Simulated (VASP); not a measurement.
# ZnSe (F-43m) in VASP: notebook, part 3 of 3

VASP 6.6.1. The steps go on from the part before.

## Step 5: Electric field gradients, LDA

This run uses another cell than the first one, of 22.76 Å³/atom.

Contents of INCAR:

```
PREC = Accurate
ENCUT = 520
EDIFF = 1E-8
ISMEAR = -1
SIGMA = 0.03
LREAL = False
LASPH = True
NELM = 100
ALGO = Normal
ISIF = 2
LWAVE = False
LCHARG = False
GGA = CA
LEFG = True
NBANDS = 16
```

Contents of KPOINTS:

```
Automatic mesh
0
Gamma
  8 8 8
```

Contents of POSCAR:

```
ZnSe
1.0
    0.0000000000      2.8338000000      2.8338000000
    2.8338000000      0.0000000000      2.8338000000
    2.8338000000      2.8338000000      0.0000000000
Zn Se
1 1
Direct
    0.0000000000      0.0000000000      0.0000000000
    0.7500000000      0.7500000000      0.7500000000
```

Potentials or basis: VASP PAW LDA potentials, release 64 (Zn, Se).

The run is started by

```console
$ cat potpaw_LDA.64/Zn/POTCAR potpaw_LDA.64/Se/POTCAR > POTCAR
$ mpirun -np 1 vasp_std > vasp.out
```

OUTCAR:

```text
PREC = Accurate
   ENCUT = 520
   EDIFF = 1E-8
   ISMEAR = -1
   LREAL = False
   LASPH = True
   NELM = 100
   ISIF = 2
   GGA = CA

 ion  position               nearest neighbor table
   1  0.000  0.000  0.000-   2 2.45   2 2.45   2 2.45   2 2.45
   2  0.750  0.750  0.750-   1 2.45   1 2.45   1 2.45   1 2.45

  LATTYP: Found a face centered cubic cell.
 ALAT       =     5.6676000000

  Lattice vectors:

 A1 = (   0.0000000000,   2.8338000000,   2.8338000000)
 A2 = (   2.8338000000,   0.0000000000,   2.8338000000)
 A3 = (   2.8338000000,   2.8338000000,   0.0000000000)

Analysis of symmetry for initial positions (statically):
=====================================================================
 Subroutine PRICEL returns:
 Original cell was already a primitive cell.

 Routine SETGRP: Setting up the symmetry group for a
 face centered cubic supercell.

 Subroutine GETGRP returns: Found 24 space group operations
 (whereof 24 operations were pure point group operations)
 out of a pool of 48 trial point group operations.

The static configuration has the point symmetry T_d .

Analysis of symmetry for dynamics (positions and initial velocities):
=====================================================================
 Subroutine PRICEL returns:
 Original cell was already a primitive cell.

 Routine SETGRP: Setting up the symmetry group for a
 face centered cubic supercell.

 Subroutine GETGRP returns: Found 24 space group operations
 (whereof 24 operations were pure point group operations)
 out of a pool of 48 trial point group operations.

The dynamic configuration has the point symmetry T_d .

 Subroutine INISYM returns: Found 24 space group operations
 (whereof 24 operations are pure point group operations),
 and found     1 'primitive' translations

----------------------------------------------------------------------------------------

                                     Primitive cell

  volume of cell :      45.5132

  direct lattice vectors                    reciprocal lattice vectors
     0.000000000  2.833800000  2.833800000    -0.176441527  0.176441527  0.176441527
     2.833800000  0.000000000  2.833800000     0.176441527 -0.176441527  0.176441527
     2.833800000  2.833800000  0.000000000     0.176441527  0.176441527 -0.176441527

  length of vectors
     4.007598393  4.007598393  4.007598393     0.305605690  0.305605690  0.305605690

  position of ions in fractional coordinates (direct lattice)
     0.000000000  0.000000000  0.000000000
     0.750000000  0.750000000  0.750000000

  ion indices of the primitive-cell ions
   primitive index   ion index
                 1           1
                 2           2

----------------------------------------------------------------------------------------

 KPOINTS: Automatic mesh

Automatic generation of k-mesh.
 Grid dimensions read from file:
 generate k-points for:    8    8    8
[... 70 lines left out ...]
   ISIF   =      2    stress and relaxation
   ISYM   =      2    0-nonsym 1-usesym 2-fastsym
   POTIM  = 0.5000    time-step for ionic-motion
   TEBEG  =    0.0;   TEEND  =   0.0 temperature during run
   PSTRESS=    0.0 pullay stress
   NELECT =      18.0000    total number of electrons
   NUPDOWN=      -1.0000    fix difference up-down
   EMIN   =  10.00;   EMAX   =-10.00  energy-range for DOS
   EFERMI =   0.00;   METHOD = LEGACY
   ISMEAR =    -1;   SIGMA  =   0.03  broadening in eV -4-tet -1-fermi 0-gaus
   EFERMI_NEDOS =   21; number of points for ismear=-14 and -15
   IALGO  =     38    algorithm
   IMIX   =      4    mixing-type and parameters
     AMIX     =   0.40;   BMIX     =  1.00
     AMIX_MAG =   1.60;   BMIX_MAG =  1.00
  volume/ion in A,a.u.               =      22.76       153.57
  Fermi-wavevector in a.u.,A,eV,Ry     =   1.201673  2.270834 19.647073  1.444019
  Thomas-Fermi vector in A             =   2.337476
   LORBIT       =      0    0 simple, 1 ext, 2 COOP (PROOUT), +10 PAW based schemes
   GGA     = CA    functional components
   LHFCALC =     F    Hartree Fock is set to
   AEXX    =    0.0000 exact exchange contribution
   IVDW    =     0    specifies the selected vdW correction
   LEPSILON=     F    determine dielectric tensor
   LRPA    =     F    only Hartree local field effects (RPA)
 non-spin polarized calculation
  energy-cutoff  :      520.00
  volume of cell :       45.51
 maximum number of plane-waves:      1243
 NGX is ok and might be reduce to    30
   NGX = 15   NGY = 15   NGZ = 15

 number of electron      18.0000011 magnetization

 Free energy of the ion-electron system (eV)
  ---------------------------------------------------
  ext. energy  EPLUGINS =         0.00000000
  ---------------------------------------------------
  free energy    TOTEN  =        -7.35042693 eV

  energy without entropy =       -7.35042693  energy(sigma->0) =       -7.35042693

 E-fermi :   2.0678     XC(G=0):  -9.6989

 val. band max:        1.5074754467   @ k =   0.0000   0.0000   0.0000
 cond. band min:       2.5760704526   @ k =   0.0000   0.0000   0.0000
 fundamental gap:      1.0685950059
 Fermi energy:         2.0677976815

 k-point     1 :       0.0000    0.0000    0.0000
  band No.  band energies     occupation
      1     -11.7822      2.00000
      2      -5.1691      2.00000
      3      -5.1691      2.00000
      4      -5.1691      2.00000
      5      -4.8099      2.00000
      6      -4.8099      2.00000
[... 433 lines left out ...]
      3      -5.0315      2.00000
      4      -4.8416      2.00000
      5      -4.8028      2.00000
      6      -4.5973      2.00000
[... 8 lines left out ...]
     15      14.1103      0.00000
     16      14.9237      0.00000

 [... further k-points ...]

------------------------ aborting loop because EDIFF is reached ----------------------------------------

  FORCE on cell =-STRESS in cart. coord.  units (eV):
  Direction    XX          YY          ZZ          XY          YZ          ZX
  --------------------------------------------------------------------------------------
  -------------------------------------------------------------------------------------
  Total       -0.8778036     -0.8778036     -0.8778036      0.0000000     -0.0000000     -0.0000000
  in kB      -30.9008463    -30.9008463    -30.9008463      0.0000000     -0.0000000     -0.0000000
  external PRESSURE =     -30.9008463 kB  Pullay stress =       0.0000000 kB

 VOLUME and BASIS-vectors are now :
 -----------------------------------------------------------------------------
  energy-cutoff  :      520.00
  volume of cell :       45.51
      direct lattice vectors                 reciprocal lattice vectors
     0.000000000  2.833800000  2.833800000    -0.176441527  0.176441527  0.176441527
     2.833800000  0.000000000  2.833800000     0.176441527 -0.176441527  0.176441527
     2.833800000  2.833800000  0.000000000     0.176441527  0.176441527 -0.176441527

 POSITION                                       TOTAL-FORCE (eV/Angst)
 -----------------------------------------------------------------------------------
      0.00000      0.00000      0.00000         0.000000      0.000000      0.000000
      4.25070      4.25070      4.25070        -0.000000     -0.000000     -0.000000
 -----------------------------------------------------------------------------------
    total drift:                                0.000001      0.000001      0.000001

  FREE ENERGIE OF THE ION-ELECTRON SYSTEM (eV)
  ---------------------------------------------------
  free  energy   TOTEN  =        -7.3504269254 eV

  energy  without entropy=       -7.3504269252  energy(sigma->0) =       -7.35042693

 Electric field gradients (V/A^2)
---------------------------------------------------------------------
 ion       V_xx      V_yy      V_zz      V_xy      V_xz      V_yz
---------------------------------------------------------------------
   1      -0.000     0.000     0.000     0.002     0.002     0.002
   2       0.000    -0.000    -0.000     0.000     0.000     0.000
---------------------------------------------------------------------

 Electric field gradients after diagonalization (V/A^2)
 (convention: |V_zz| > |V_xx| > |V_yy|)
----------------------------------------------------------------------
 ion       V_xx      V_yy      V_zz     asymmetry (V_yy - V_xx)/ V_zz
----------------------------------------------------------------------
   1      -0.002    -0.002     0.003       0.000
   2      -0.000    -0.000     0.000       0.000
----------------------------------------------------------------------

           NMR quadrupolar parameters

 Cq : quadrupolar parameter    Cq=e*Q*V_zz/h
 eta: asymmetry parameters     (V_yy - V_xx)/ V_zz
 Q  : nuclear electric quadrupole moment in mb (millibarn)
----------------------------------------------------------------------
 ion       Cq(MHz)       eta       Q (mb)
----------------------------------------------------------------------
   1       0.000       0.000       1.000
   2       0.000       0.000       1.000
----------------------------------------------------------------------
```

OSZICAR:

```text
N       E                     dE             d eps       ncg     rms          rms(c)
DAV:   1     0.852002066448E+02    0.85200E+02   -0.87257E+03   936   0.128E+03
DAV:   2    -0.224949125261E+01   -0.87450E+02   -0.81977E+02  1000   0.248E+02
DAV:   3    -0.761297066377E+01   -0.53635E+01   -0.53407E+01  1184   0.614E+01
DAV:   4    -0.765705542504E+01   -0.44085E-01   -0.44080E-01  1080   0.577E+00
DAV:   5    -0.765727794981E+01   -0.22252E-03   -0.22252E-03  1224   0.379E-01    0.478E+00
DAV:   6    -0.738023969259E+01    0.27704E+00   -0.55119E-01  1368   0.245E+01    0.364E+00
DAV:   7    -0.735531931096E+01    0.24920E-01   -0.14220E-01  1104   0.362E+00    0.152E+00
DAV:   8    -0.735094632385E+01    0.43730E-02   -0.31447E-03  1384   0.712E-01    0.398E-01
DAV:   9    -0.735041533929E+01    0.53098E-03   -0.87786E-04  1080   0.239E-01    0.582E-02
DAV:  10    -0.735043202353E+01   -0.16684E-04   -0.94916E-05  1184   0.998E-02    0.158E-02
DAV:  11    -0.735042682346E+01    0.52001E-05   -0.11865E-05  1368   0.556E-02    0.380E-03
DAV:  12    -0.735042690375E+01   -0.80296E-07   -0.19628E-06  1080   0.950E-03    0.117E-03
DAV:  13    -0.735042692363E+01   -0.19877E-07   -0.60497E-08  1128   0.247E-03    0.387E-04
DAV:  14    -0.735042692538E+01   -0.17480E-08   -0.15674E-09   664   0.548E-04
   1 F= -.73504269E+01 E0= -.73504269E+01  d E =-.148159E-09
```

stdout:

```text
POSCAR found type information on POSCAR ZnSe
 POSCAR found :  2 types and       2 ions
 scaLAPACK will be used
 LDA part: xc-table for (Slater(with rela. corr.)+CA(PZ))
 , standard interpolation
 POSCAR, INCAR and KPOINTS ok, starting setup
 FFT: planning ... GRIDC
 FFT: planning ... GRID_SOFT
 FFT: planning ... GRID
 WAVECAR not read
 entering main loop
ion   1

ion   2
```

Wall time 28 s (1 thread of Intel Xeon 8259CL, shared host); peak memory 0.16 GiB.

What came out:

```yaml
Free_energy: -7.3504 eV
Pressure: -3.1 GPa
Band_gap_on_the_k_mesh: 1.07 eV
Largest_electric_field_gradient_by_atom: zero within the noise of the run
```

Caveat: the cell stands under tension.

## Step 6: Electric field gradients, PBEsol

This run uses another cell than the first one, of 22.76 Å³/atom.

Contents of INCAR:

```
ALGO = Normal
EDIFF = 1E-8
ENCUT = 520
GGA = PS
ISIF = 2
ISMEAR = -1
LASPH = T
LCHARG = F
LEFG = T
LREAL = F
LWAVE = F
NBANDS = 16
NELM = 60
PREC = Accurate
SIGMA = 0.03
```

Contents of KPOINTS:

```
k-points
0
Gamma
  8 8 8
```

POSCAR is that of step 5.

Potentials or basis: VASP PAW PBE potentials, release 64 (Zn, Se).

The run is started by

```console
$ cat potpaw_PBE.64/Zn/POTCAR potpaw_PBE.64/Se/POTCAR > POTCAR
$ mpirun -np 1 vasp_std > vasp.out
```

OUTCAR:

```text
EDIFF = 1E-8
   ENCUT = 520
   GGA = PS
   ISIF = 2
   ISMEAR = -1
   LASPH = T
   LREAL = F
   NELM = 60
   PREC = Accurate

 ion  position               nearest neighbor table
   1  0.000  0.000  0.000-   2 2.45   2 2.45   2 2.45   2 2.45
   2  0.750  0.750  0.750-   1 2.45   1 2.45   1 2.45   1 2.45

  LATTYP: Found a face centered cubic cell.
 ALAT       =     5.6676000000

  Lattice vectors:

 A1 = (   0.0000000000,   2.8338000000,   2.8338000000)
 A2 = (   2.8338000000,   0.0000000000,   2.8338000000)
 A3 = (   2.8338000000,   2.8338000000,   0.0000000000)

[... 667 lines left out ...]
  free  energy   TOTEN  =        -6.7715755836 eV

  energy  without entropy=       -6.7715755836  energy(sigma->0) =       -6.77157558

 Electric field gradients (V/A^2)
---------------------------------------------------------------------
 ion       V_xx      V_yy      V_zz      V_xy      V_xz      V_yz
---------------------------------------------------------------------
   1      -0.000     0.000    -0.000     0.002     0.002     0.002
   2       0.000    -0.000    -0.000     0.000     0.000     0.000
---------------------------------------------------------------------

 Electric field gradients after diagonalization (V/A^2)
 (convention: |V_zz| > |V_xx| > |V_yy|)
----------------------------------------------------------------------
 ion       V_xx      V_yy      V_zz     asymmetry (V_yy - V_xx)/ V_zz
----------------------------------------------------------------------
   1      -0.002    -0.002     0.003       0.000
   2      -0.000    -0.000     0.000       0.000
----------------------------------------------------------------------

           NMR quadrupolar parameters

 Cq : quadrupolar parameter    Cq=e*Q*V_zz/h
 eta: asymmetry parameters     (V_yy - V_xx)/ V_zz
 Q  : nuclear electric quadrupole moment in mb (millibarn)
----------------------------------------------------------------------
 ion       Cq(MHz)       eta       Q (mb)
----------------------------------------------------------------------
   1       0.000       0.000       1.000
   2       0.000       0.000       1.000
----------------------------------------------------------------------
```

stdout:

```text
POSCAR found type information on POSCAR ZnSe
 POSCAR found :  2 types and       2 ions
 scaLAPACK will be used
 -----------------------------------------------------------------------------
|                                                                             |
|                                                                             |
|     You enforced a specific xc type in the INCAR file but a different       |
|     I HOPE YOU KNOW WHAT YOU ARE DOING!                                     |
|                                                                             |
 -----------------------------------------------------------------------------

 LDA part: xc-table for (Slater+PW92), standard interpolation
 POSCAR, INCAR and KPOINTS ok, starting setup
 FFT: planning ... GRIDC
 FFT: planning ... GRID_SOFT
 FFT: planning ... GRID
 WAVECAR not read
 entering main loop
ion   1

ion   2
```

Wall time 35 s (1 thread of Intel Xeon 8259CL, shared host); peak memory 0.17 GiB.

Results:

| Item | Value |
| --- | --- |
| Free energy | -6.7716 eV |
| Pressure | -0.9 GPa |
| Band gap on the k mesh | 1.17 eV |
| Largest electric field gradient by atom | zero within the noise of the run |

Caveat: the PAW data sets were made with another functional, which shifts forces and pressure a little.

## Step 7: Summary

```tsv
level	potentials or basis	cell	gap on the mesh (eV)	pressure (GPa)
PBE	VASP PAW PBE potentials, release 64 (Zn, Se)	a = 4.021 Å, angles 60.0°, 2 atoms	1.25	1.7
PBE	VASP PAW PBE potentials, release 64 (Zn, Se)	a = 4.086 Å, angles 60.0°, 2 atoms	1.06	-1.1
PBE	VASP PAW PBE potentials, release 64 (Zn, Se)	a = 4.060 Å, angles 60.0°, 2 atoms	1.13	-0.1
LDA	VASP PAW LDA potentials, release 64 (Zn, Se)	a = 4.008 Å, angles 60.0°, 2 atoms	1.07	-3.1
PBEsol	VASP PAW PBE potentials, release 64 (Zn, Se)	a = 4.008 Å, angles 60.0°, 2 atoms	1.17	-0.9
```

Alike in all rows: task electric field gradients; no spin polarisation; k mesh 8 × 8 × 8; cutoff (eV) 520; smearing fermi-dirac 0.03 eV.

Caveats: the cell stands under tension (at least some runs); the PAW data sets were made with another functional, which shifts forces and pressure a little (at least some runs).

Absolute energies hang on the potentials; compare differences alone.

## Step 8: How close it comes

Step 6. A measured gap of ZnSe is 2.695 eV (an exciton energy, a little under the gap; 300 K; “Alloy Disordering Effects on the Thermal Conductivity and Energy Gap Temperature Dependence of Cd1−xZnxSe Ternary Crystals Grown by the Bridgman Method”, 2023, pmc:10253836); the calculated 1.17 eV misses it by -1.52 eV. So large a miss can be the level of theory's own, or it may mean another phase, state or a wrong row. Spin-orbit coupling on Se is left out. The value is that of PBEsol, without temperature or zero-point motion. Semilocal functionals fall short of measured gaps as a rule.
